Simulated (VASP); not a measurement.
# Co (Fm-3m) in VASP: further runs

The runs below take Co through single point, with PBE.

Everything below comes from runs of VASP 6.6.1. Logs are shortened: lines on timing, memory, paths and dates and some standing lists are left out, and cuts for length are marked.

## 1. The cell of the first run

It takes space group Fm-3m (No. 225, cubic). The conventional cell has a = 3.475 Å, b = 3.475 Å, c = 3.475 Å, α = 90.00°, β = 90.00°, γ = 90.00°. Within 3.2 Å of Co (site symmetry m-3m) lie 12 Co at 2.46 Å.

This isn't the form of Co at room conditions, which is hcp.

## 2. Single point, PBE, collinear spin, ferromagnetic start (10.49 Å³/atom)

INCAR

```
SYSTEM = Co
PREC     = Accurate       ! precision mode
ENCUT    = 520            ! plane-wave cutoff, eV
EDIFF    = 1E-6           ! SCF threshold, eV
ISMEAR   = -1             ! smearing method
SIGMA    = 0.05           ! smearing width, eV
LREAL    = .FALSE.        ! projectors in reciprocal space
LASPH    = .TRUE.         ! aspherical terms in the spheres
NELM     = 150            ! most SCF steps
ALGO     = Normal         ! electronic algorithm
ISIF     = 2              ! what is computed and relaxed
LWAVE    = .FALSE.        ! write WAVECAR
LCHARG   = .FALSE.        ! write CHGCAR
ISPIN    = 2              ! spin polarisation
MAGMOM   = 1.717          ! initial moments
LORBIT   = 11             ! projections on sites
LMAXMIX  = 4              ! l up to which the mixer works
GGA      = PE             ! functional
NBANDS   = 14             ! bands
```

KPOINTS

```
Automatic mesh
0
G
  17 17 17
  0 0 0
```

POSCAR

```
Co
1.0
    0.0000000000      1.7372705927      1.7372705927
    1.7372705927      0.0000000000      1.7372705927
    1.7372705927      1.7372705927      0.0000000000
Co
1
Direct
    0.0000000000      0.0000000000      0.0000000000
```

Potentials or basis: VASP PAW PBE potentials, release 64 (Co).

Launch:

```bash
$ cat potpaw_PBE.64/Co/POTCAR > POTCAR
$ mpirun -np 1 vasp_std > vasp.out
```

OUTCAR:

```text
SYSTEM = Co
   PREC = Accurate
   ENCUT = 520
   EDIFF = 1E-6
   ISMEAR = -1
   LREAL = .FALSE.
   LASPH = .TRUE.
   NELM = 150
   ISIF = 2
   ISPIN = 2
   LORBIT = 11
   GGA = PE

 ion  position               nearest neighbor table
   1  0.000  0.000  0.000-

  LATTYP: Found a face centered cubic cell.
 ALAT       =     3.4745411854

  Lattice vectors:

 A1 = (   0.0000000000,   1.7372705927,   1.7372705927)
 A2 = (   1.7372705927,   0.0000000000,   1.7372705927)
 A3 = (   1.7372705927,   1.7372705927,   0.0000000000)

Analysis of symmetry for initial positions (statically):
=====================================================================
 Subroutine PRICEL returns:
 Original cell was already a primitive cell.

 Routine SETGRP: Setting up the symmetry group for a
 face centered cubic supercell.

 Subroutine GETGRP returns: Found 48 space group operations
 (whereof 48 operations were pure point group operations)
 out of a pool of 48 trial point group operations.

The static configuration has the point symmetry O_h .

Analysis of symmetry for dynamics (positions and initial velocities):
=====================================================================
 Subroutine PRICEL returns:
 Original cell was already a primitive cell.

 Routine SETGRP: Setting up the symmetry group for a
 face centered cubic supercell.

 Subroutine GETGRP returns: Found 48 space group operations
 (whereof 48 operations were pure point group operations)
 out of a pool of 48 trial point group operations.

The dynamic configuration has the point symmetry O_h .

Analysis of structural, dynamic, and magnetic symmetry:
=====================================================================
 Subroutine PRICEL returns:
 Original cell was already a primitive cell.

 Routine SETGRP: Setting up the symmetry group for a
 face centered cubic supercell.

 Subroutine GETGRP returns: Found 48 space group operations
 (whereof 48 operations were pure point group operations)
 out of a pool of 48 trial point group operations.

The overall configuration has the point symmetry O_h .

 Subroutine INISYM returns: Found 48 space group operations
 (whereof 48 operations are pure point group operations),
 and found     1 'primitive' translations

----------------------------------------------------------------------------------------

                                     Primitive cell

  volume of cell :      10.4865

  direct lattice vectors                    reciprocal lattice vectors
     0.000000000  1.737270593  1.737270593    -0.287807784  0.287807784  0.287807784
     1.737270593  0.000000000  1.737270593     0.287807784 -0.287807784  0.287807784
     1.737270593  1.737270593  0.000000000     0.287807784  0.287807784 -0.287807784

  length of vectors
     2.456871634  2.456871634  2.456871634     0.498497705  0.498497705  0.498497705

  position of ions in fractional coordinates (direct lattice)
     0.000000000  0.000000000  0.000000000

  ion indices of the primitive-cell ions
   primitive index   ion index
                 1           1

----------------------------------------------------------------------------------------

 KPOINTS: Automatic mesh

Automatic generation of k-mesh.
 Grid dimensions read from file:
 generate k-points for:   17   17   17

 Generating k-lattice:

  Cartesian coordinates                     Fractional coordinates (reciprocal lattice)
    -0.016929870  0.016929870  0.016929870     0.058823529  0.000000000  0.000000000
     0.016929870 -0.016929870  0.016929870     0.000000000  0.058823529  0.000000000
     0.016929870  0.016929870 -0.016929870     0.000000000  0.000000000  0.058823529

  Length of vectors
     0.029323394  0.029323394  0.029323394

  Shift w.r.t. Gamma in fractional coordinates (k-lattice)
     0.000000000  0.000000000  0.000000000

 Subroutine IBZKPT returns following result:
 ===========================================

 Found    165 irreducible k-points:

 Following reciprocal coordinates:
            Coordinates               Weight
  0.000000  0.000000  0.000000      1.000000
  0.058824  0.000000  0.000000      8.000000
  0.117647  0.000000  0.000000      8.000000
  0.176471  0.000000  0.000000      8.000000
  0.235294  0.000000  0.000000      8.000000
  0.294118  0.000000  0.000000      8.000000
[... 16 lines left out ...]
 -0.176471  0.058824  0.000000     24.000000
 -0.117647  0.058824  0.000000     24.000000
 [... further k-points ...]
   k-points           NKPTS =    165   k-points in BZ     NKDIM =    165   number of bands    NBANDS=     14
   number of dos      NEDOS =    301   number of ions     NIONS =      1
   total plane-waves  NPLWV =   5832
   dimension x,y,z NGX =    18 NGY =   18 NGZ =   18
   dimension x,y,z NGXF=    36 NGYF=   36 NGZF=   36
   ions per type =               1
   NGX,Y,Z   is equivalent  to a cutoff of  12.18, 12.18, 12.18 a.u.
   NGXF,Y,Z  is equivalent  to a cutoff of  24.36, 24.36, 24.36 a.u.
 SYSTEM =  Co
   PREC   = accura    normal or accurate (medium, high low for compatibility)
   ISTART =      0    job   : 0-new  1-cont  2-samecut
   ICHARG =      2    charge: 1-file 2-atom 10-const
   ISPIN  =      2    spin polarized calculation?
   LNONCOLLINEAR =      F non collinear calculations
   LSORBIT =      F    spin-orbit coupling
   LASPH  =      T    aspherical Exc in radial PAW
   ENCUT  =  520.0 eV  38.22 Ry    6.18 a.u.   4.57  4.57  4.57*2*pi/ulx,y,z
   NELM   =    150;   NELMIN=  2; NELMDL= -5     # of ELM steps
   EDIFF  = 0.1E-05   stopping-criterion for ELM
   LREAL  =      F    real-space projection
   EDIFFG = 0.1E-04   stopping-criterion for IOM
   NSW    =      0    number of steps for IOM
   IBRION =     -1    ionic relax: 0-MD 1-quasi-New 2-CG
   NFREE  =      0    steps in history (QN), initial steepest desc. (CG)
   ISIF   =      2    stress and relaxation
   ISYM   =      2    0-nonsym 1-usesym 2-fastsym
   POTIM  = 0.5000    time-step for ionic-motion
   TEBEG  =    0.0;   TEEND  =   0.0 temperature during run
   PSTRESS=    0.0 pullay stress
   NELECT =       9.0000    total number of electrons
   NUPDOWN=      -1.0000    fix difference up-down
   EMIN   =  10.00;   EMAX   =-10.00  energy-range for DOS
   EFERMI =   0.00;   METHOD = LEGACY
   ISMEAR =    -1;   SIGMA  =   0.05  broadening in eV -4-tet -1-fermi 0-gaus
   EFERMI_NEDOS =   21; number of points for ismear=-14 and -15
   IALGO  =     38    algorithm
   IMIX   =      4    mixing-type and parameters
     AMIX     =   0.40;   BMIX     =  1.00
     AMIX_MAG =   1.60;   BMIX_MAG =  1.00
  volume/ion in A,a.u.               =      10.49        70.77
  Fermi-wavevector in a.u.,A,eV,Ry     =   1.555768  2.939975 32.931738  2.420414
  Thomas-Fermi vector in A             =   2.659661
   LORBIT       =     11    0 simple, 1 ext, 2 COOP (PROOUT), +10 PAW based schemes
   GGA     = PE    functional components
   LHFCALC =     F    Hartree Fock is set to
   AEXX    =    0.0000 exact exchange contribution
   IVDW    =     0    specifies the selected vdW correction
   LEPSILON=     F    determine dielectric tensor
   LRPA    =     F    only Hartree local field effects (RPA)
 spin polarized calculation
  energy-cutoff  :      520.00
  volume of cell :       10.49
 maximum number of plane-waves:       296
   NGX =  9   NGY =  9   NGZ =  9

 number of electron       8.9999991 magnetization       1.6395670

 Free energy of the ion-electron system (eV)
  ---------------------------------------------------
  ext. energy  EPLUGINS =         0.00000000
  ---------------------------------------------------
  free energy    TOTEN  =        -7.01334559 eV

  energy without entropy =       -7.00386984  energy(sigma->0) =       -7.00860771

 E-fermi :  10.8419     XC(G=0): -13.6059

 val. band max:       10.8329246379   @ k =   0.3529   0.3529   0.0000
 cond. band min:      10.8429275381   @ k =  -0.4706   0.2941   0.1176
 fundamental gap:      0.0100029002
 Fermi energy:        10.8418793477

 spin component 1

 k-point     1 :       0.0000    0.0000    0.0000
  band No.  band energies     occupation
      1       1.6221      1.00000
      2       8.0686      1.00000
      3       8.0686      1.00000
      4       8.0686      1.00000
      5       9.1746      1.00000
      6       9.1746      1.00000
      7      34.1670      0.00000
      8      38.7741      0.00000
      9      38.7741      0.00000
     10      38.7741      0.00000
     11      42.1422      0.00000
     12      42.1422      0.00000
     13      42.1422      0.00000
     14      44.5096      0.00000

 k-point     2 :       0.0588    0.0000    0.0000
  band No.  band energies     occupation
      1       1.7635      1.00000
      2       8.0276      1.00000
      3       8.1038      1.00000
      4       8.1038      1.00000
      5       9.1593      1.00000
      6       9.1593      1.00000
      7      33.8890      0.00000
      8      37.1178      0.00000
      9      38.5431      0.00000
     10      38.5431      0.00000
     11      42.5004      0.00000
     12      42.5004      0.00000
     13      42.8611      0.00000
     14      45.7242      0.00000
[... 343 lines left out ...]
      1       3.2151      1.00000
      2       7.6945      1.00000
      3       8.2900      1.00000
      4       8.3363      1.00000
      5       9.0114      1.00000
      6       9.3599      1.00000
      7      28.6695      0.00000
      8      33.4061      0.00000
      9      37.0664      0.00000
     10      39.3218      0.00000
     11      41.2022      0.00000
     12      42.3039      0.00000
     13      46.2801      0.00000
     14      46.2849      0.00000

 k-point    24 :      -0.1176    0.0588    0.0000
  band No.  band energies     occupation
      1       2.4938      1.00000
      2       7.8230      1.00000
      3       8.2584      1.00000
      4       8.2597      1.00000
      5       9.0095      1.00000
      6       9.2360      1.00000
      7      31.5170      0.00000
      8      34.0630      0.00000
      9      37.3438      0.00000
     10      39.4756      0.00000
     11      41.4870      0.00000
     12      42.6330      0.00000
     13      45.9586      0.00000
     14      46.5179      0.00000

 [... further k-points ...]

 spin component 2

 k-point     1 :       0.0000    0.0000    0.0000
  band No.  band energies     occupation
      1       1.6552      1.00000
      2       9.6430      1.00000
      3       9.6430      1.00000
      4       9.6430      1.00000
      5      11.1633      0.00161
      6      11.1633      0.00161
      7      33.8718      0.00000
      8      38.9371      0.00000
      9      38.9371      0.00000
     10      38.9371      0.00000
     11      42.4676      0.00000
     12      42.4676      0.00000
     13      42.4676      0.00000
     14      44.2191      0.00000

 k-point     2 :       0.0588    0.0000    0.0000
  band No.  band energies     occupation
      1       1.7971      1.00000
      2       9.5905      1.00000
      3       9.6815      1.00000
      4       9.6815      1.00000
      5      11.1443      0.00236
      6      11.1443      0.00236
      7      33.6702      0.00000
      8      37.2552      0.00000
      9      38.7435      0.00000
     10      38.7435      0.00000
     11      42.7804      0.00000
     12      42.7804      0.00000
     13      42.9586      0.00000
     14      45.6887      0.00000
[... 343 lines left out ...]
      1       3.2722      1.00000
      2       9.1383      1.00000
      3       9.9191      1.00000
      4       9.9690      1.00000
      5      10.9271      0.15386
      6      11.2974      0.00011
      7      29.0068      0.00000
      8      33.4783      0.00000
      9      37.1652      0.00000
     10      39.5928      0.00000
     11      41.2117      0.00000
     12      42.5503      0.00000
     13      46.3211      0.00000
     14      46.8648      0.00000

 k-point    24 :      -0.1176    0.0588    0.0000
  band No.  band energies     occupation
      1       2.5336      1.00000
      2       9.3307      1.00000
      3       9.8556      1.00000
      4       9.8576      1.00000
      5      10.9621      0.08286
      6      11.2063      0.00068
      7      31.6990      0.00000
      8      34.1468      0.00000
      9      37.4462      0.00000
     10      39.6813      0.00000
     11      41.5003      0.00000
     12      42.8859      0.00000
     13      45.9956      0.00000
     14      47.1485      0.00000

 [... further k-points ...]

------------------------ aborting loop because EDIFF is reached ----------------------------------------

  FORCE on cell =-STRESS in cart. coord.  units (eV):
  Direction    XX          YY          ZZ          XY          YZ          ZX
  --------------------------------------------------------------------------------------
  -------------------------------------------------------------------------------------
  Total        0.5773972      0.5773972      0.5773972      0.0000000      0.0000000      0.0000000
  in kB       88.2171231     88.2171231     88.2171231      0.0000000      0.0000000      0.0000000
  external PRESSURE =      88.2171231 kB  Pullay stress =       0.0000000 kB

 VOLUME and BASIS-vectors are now :
 -----------------------------------------------------------------------------
  energy-cutoff  :      520.00
  volume of cell :       10.49
      direct lattice vectors                 reciprocal lattice vectors
     0.000000000  1.737270593  1.737270593    -0.287807784  0.287807784  0.287807784
     1.737270593  0.000000000  1.737270593     0.287807784 -0.287807784  0.287807784
     1.737270593  1.737270593  0.000000000     0.287807784  0.287807784 -0.287807784

 POSITION                                       TOTAL-FORCE (eV/Angst)
 -----------------------------------------------------------------------------------
      0.00000      0.00000      0.00000        -0.000000      0.000000      0.000000
 -----------------------------------------------------------------------------------
    total drift:                                0.000000     -0.000000      0.000000

  FREE ENERGIE OF THE ION-ELECTRON SYSTEM (eV)
  ---------------------------------------------------
  free  energy   TOTEN  =        -7.0133455863 eV

  energy  without entropy=       -7.0038698429  energy(sigma->0) =       -7.00860771

 total charge

# of ion       s       p       d       tot
------------------------------------------
    1        0.506   0.554   7.280   8.341

 magnetization (x)

# of ion       s       p       d       tot
------------------------------------------
    1       -0.012  -0.048   1.709   1.650
```

Run time: 82 s. Hardware: 1 thread of Intel Xeon 8259CL, shared host; peak memory 0.15 GiB.

Results:

* Free energy: -7.0133 eV
* Pressure: 8.8 GPa
* Net moment: 1.64 μB per cell
* Site moments: Co +1.65 μB
* Valence electrons inside the program's atomic spheres: Co 8.34

Caveat: the cell stands under pressure.

## 3. Single point, PBE, collinear spin, ferromagnetic start (10.92 Å³/atom)

This run uses another cell than the first one, of 10.92 Å³/atom.

INCAR

```
SYSTEM = Co
PREC = Accurate
ENCUT = 520
EDIFF = 1E-7
ISMEAR = -1
SIGMA = 0.05
LREAL = .False.
LASPH = .True.
NELM = 150
ALGO = Normal
ISIF = 2
LWAVE = .False.
LCHARG = .False.
ISPIN = 2
MAGMOM = 1.717
LORBIT = 11
LMAXMIX = 4
GGA = PE
NBANDS = 14
```

KPOINTS

```
regular mesh
0
Gamma
  17 17 17
  0 0 0
```

POSCAR

```
Co
1.0
    0.0000000000      1.7610717777      1.7610717777
    1.7610717777      0.0000000000      1.7610717777
    1.7610717777      1.7610717777      0.0000000000
Co
1
Direct
    0.0000000000      0.0000000000      0.0000000000
```

Potentials or basis: VASP PAW PBE potentials, release 64 (Co).

Launch:

```bash
$ cat potpaw_PBE.64/Co/POTCAR > POTCAR
$ mpirun -np 1 vasp_std > vasp.out
```

Run time: 98 s. Hardware: 1 thread of Intel Xeon 8259CL, shared host; peak memory 0.16 GiB.

Results (log left out):

```
Free energy                                           : -7.0242 eV
Pressure                                              : -0.6 GPa
Net moment                                            : 1.66 μB per cell
Site moments                                          : Co +1.68 μB
Valence electrons inside the program's atomic spheres : Co 8.26
```

Levels at points of the mesh, in eV from the Fermi level:
Spin up:
| k point | band 2 | band 3 | band 4 | band 5 | band 6 | band 7 | band 8 | band 9 |
| --- | --- | --- | --- | --- | --- | --- | --- | --- |
| (0.00, 0.00, 0.00) | -2.72 | -2.72 | -2.72 | -1.70 | -1.70 | 22.97 | 27.26 | 27.26 |
Spin down:
| k point | band 1 | band 2 | band 3 | band 4 | band 5 | band 6 | band 7 | band 8 |
| --- | --- | --- | --- | --- | --- | --- | --- | --- |
| (0.00, 0.00, 0.00) | -8.96 | -1.13 | -1.13 | -1.13 | 0.32 | 0.32 | 22.66 | 27.43 |
